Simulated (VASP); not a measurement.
A run of VASP 6.6.1 is set up as follows.

The input INCAR:

```
SYSTEM = C
  PREC = Accurate
  ENCUT = 520
  EDIFF = 1E-7
  ISMEAR = 0
  SIGMA = 0.1
  LREAL = .FALSE.
  LASPH = .TRUE.
  NELM = 150
  ALGO = Normal
  ISIF = 2
  LWAVE = .FALSE.
  LCHARG = .TRUE.
  ISPIN = 2
  MAGMOM = 1
  LORBIT = 11
  GGA = PE
  LELF = .TRUE.
  LVHAR = .TRUE.
  NBANDS = 12
```

The input KPOINTS:

```
Automatic mesh
0
G
  14 14 14
  0 0 0
```

POSCAR

```
C
1.0
   -0.8075683185      0.8075683185      3.7283102576
    0.8075683185     -0.8075683185      3.7283102576
    0.8075683185      0.8075683185     -3.7283102576
C
1
Direct
    0.5000000000      0.5000000000      0.0000000000
```

Potentials or basis: VASP PAW PBE potentials, release 64 (C).

Run with:

```console
$ cat potpaw_PBE.64/C/POTCAR > POTCAR
$ mpirun -np 1 vasp_std > vasp.out
```

(1) Estimate the pressure.

(2) Estimate the band gap on the k mesh.

(3) Estimate the net moment.

## Answers

(1) 5.7 GPa.

(2) zero (filled and empty bands overlap).

(3) 0.00 μB per cell.

Caveat: the k points lie up to 0.39 Å⁻¹ apart.
